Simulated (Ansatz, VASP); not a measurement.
**One calculation of Au, two programs**

File INCAR:

```
PREC     = Accurate       # precision mode
ENCUT    = 520            # plane-wave cutoff, eV
EDIFF    = 1E-6           # SCF threshold, eV
ISMEAR   = -1             # smearing method
SIGMA    = 0.05           # smearing width, eV
LREAL    = F              # projectors in reciprocal space
LASPH    = T              # aspherical terms in the spheres
NELM     = 100            # most SCF steps
ALGO     = Normal         # electronic algorithm
ISIF     = 2              # what is computed and relaxed
LWAVE    = F              # write WAVECAR
LCHARG   = F              # write CHGCAR
GGA      = CA             # functional
NBANDS   = 12             # bands
```

KPOINTS

```
Automatic mesh
0
Gamma
  11 11 11
```

The input POSCAR:

```
Au
1.0
   -1.6682446112      1.6682446112      1.6682446112
    1.6682446112     -1.6682446112      1.6682446112
    1.6682446112      1.6682446112     -1.6682446112
Au
1
Direct
    0.0000000000      0.0000000000      0.0000000000
```

Contents of input.yaml:

```yaml
crystal:
  lattice:
    - [-1.6682446112, 1.6682446112, 1.6682446112]
    - [1.6682446112, -1.6682446112, 1.6682446112]
    - [1.6682446112, 1.6682446112, -1.6682446112]
  atoms:
    - { symbol: Au, position: [0.0, 0.0, 0.0] }
hamiltonian:
  xc: lda
  pseudopotentials: { kind: paw }
kpoints:
  mp_grid: { grid: [11, 11, 11] }
scf:
  occupations: { method: fermi_dirac, width: 0.05 }
output:
  forces: true
  stress: true
  eigenvalues: true
```

Alike in both runs: task single point; functional LDA; k mesh 11 × 11 × 11; occupations fermi-dirac, width 0.05 eV; no spin polarisation.

|  | VASP | Ansatz |
| --- | --- | --- |
| version | VASP 6.6.1 | Ansatz 0.2.0 |
| potentials or method | VASP PAW LDA potentials, release 64 (Au) | Ansatz PAW |
| plane-wave cutoff (eV) | 520 | 420 |
| valence electrons in the cell | 11 | 19 |

```csv
,VASP,Ansatz,Ansatz less VASP
gap on the k mesh at the Fermi level (eV),none,none,-
pressure (GPa),-14.7,-15.0,-0.34
```

LDA's correlation is that of Perdew and Zunger in VASP and of Perdew and Wang (1992) in Ansatz. A gap of «none» marks a metal or a gap that the smearing closes. VASP's potentials hold 11 valence electrons a cell and Ansatz's 19, so a difference there can come from the potentials and not from the codes.

Spin-orbit coupling is off throughout.
